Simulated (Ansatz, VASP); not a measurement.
# LiPb in VASP and in Ansatz

The input INCAR:

```
SYSTEM = LiPb
PREC     = Accurate       ! precision mode
ENCUT    = 520            ! plane-wave cutoff, eV
EDIFF    = 1E-8           ! SCF threshold, eV
ISMEAR   = -1             ! smearing method
SIGMA    = 0.03           ! smearing width, eV
LREAL    = .False.        ! projectors in reciprocal space
LASPH    = .True.         ! aspherical terms in the spheres
NELM     = 80             ! most SCF steps
ALGO     = Normal         ! electronic algorithm
ISIF     = 2              ! what is computed and relaxed
LWAVE    = .False.        ! write WAVECAR
LCHARG   = .False.        ! write CHGCAR
GGA      = CA             ! functional
LEFG     = .True.       
NBANDS   = 16             ! bands
```

The input KPOINTS:

```
Automatic mesh
0
Gamma
  10 10 10
  0 0 0
```

The input POSCAR:

```
LiPb
1.0
    3.4515600000      0.0000000000      0.0000000000
    0.0000000000      3.4515600000      0.0000000000
    0.0000000000      0.0000000000      3.5220000000
Li Pb
1 1
Direct
    0.5000000000      0.5000000000      0.5000000000
    0.0000000000      0.0000000000      0.0000000000
```

Input for Ansatz:

```yaml
crystal:
  lattice:
    - [3.45156, 0.0, 0.0]
    - [0.0, 3.45156, 0.0]
    - [0.0, 0.0, 3.522]
  atoms:
    - { symbol: Li, position: [0.5, 0.5, 0.5] }
    - { symbol: Pb, position: [0.0, 0.0, 0.0] }
kpoints:
  mp_grid: { grid: [10, 10, 10] }
scf:
  occupations: { method: fermi_dirac, width: 0.03 }
hamiltonian:
  xc: lda
  pseudopotentials: { kind: paw }
output:
  forces: true
  stress: true
  eigenvalues: true
  efg: { contact_densities: true }
```

Change from the starting cell: equal xx and yy strain of -2 %, PAW files.

Alike in both runs: task electric field gradients; functional LDA; k mesh 10 × 10 × 10; occupations fermi-dirac, width 0.03 eV; no spin polarisation.

|  | VASP | Ansatz |
| --- | --- | --- |
| version | VASP 6.6.1 | Ansatz 0.2.0 |
| potentials or method | VASP PAW LDA potentials, release 64 (Li_sv, Pb_d) | PAW with Ansatz's default frozen-core files, scalar-relativistic |
| plane-wave cutoff (eV) | 520 | 420 |
| valence electrons in the cell | 17 | 17 |

|  | VASP | Ansatz | Ansatz less VASP |
| --- | --- | --- | --- |
| size of Vzz on the site where it differs most (V/Å²) | 8.9 | 9.6 | +0.75 |

LDA's correlation is that of Perdew and Zunger in VASP and of Perdew and Wang (1992) in Ansatz.

Neither program's run includes spin-orbit coupling. Noted on VASP's run: the cutoff is short for stress, so the pressure is rough.
